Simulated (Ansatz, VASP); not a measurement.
# One calculation of Ca2SiN2, two programs

```
Ca Si N
1.0
     4.15824    0.00000    0.00000
    -2.07912    3.60114    0.00000
     0.00000    0.00000    5.31170
Ca Si N
2 1 2
Direct
  0.66667 0.33333 0.71141
  0.33333 0.66667 0.28859
  0.00000 0.00000 0.00000
  0.33333 0.66667 0.77091
  0.66667 0.33333 0.22909
```

Change from the starting cell: species swapped into the EuMg2Sb2 type (P-3m1, No. 164).

Alike in both runs: functional PBE; k mesh 6 × 6 × 4; occupations gaussian, width 0.1 eV; collinear spin.

Ansatz relaxed the structure, and its values are those at the end. VASP's run is a single point on that final structure, the one shown.

```csv
,VASP,Ansatz
version,VASP 6.6.1,Ansatz 0.2.0
potentials or method,"VASP PAW PBE potentials, release 64 (Ca_sv, Si, N), cutoff 600 eV","scalar-relativistic, plane waves, PAW"
valence electrons in the cell,34,34
```

Ansatz gave:

| Quantity | Value |
| --- | --- |
| gap on the k mesh at the Fermi level (eV) | none |
| pressure (GPa) | -0.2 |
| rms of the force components (eV/Å) | 0.013 |
| net moment per atom (μB) | 0.00 |

Problem. Estimate VASP's values.

Solution. gap on the k mesh at the Fermi level (eV): none; pressure (GPa): 0.1; rms of the force components (eV/Å): 0.008; net moment per atom (μB): 0.00.

A gap of «none» marks a metal or a gap that the smearing closes. Ansatz's warnings: seeded moment not kept.
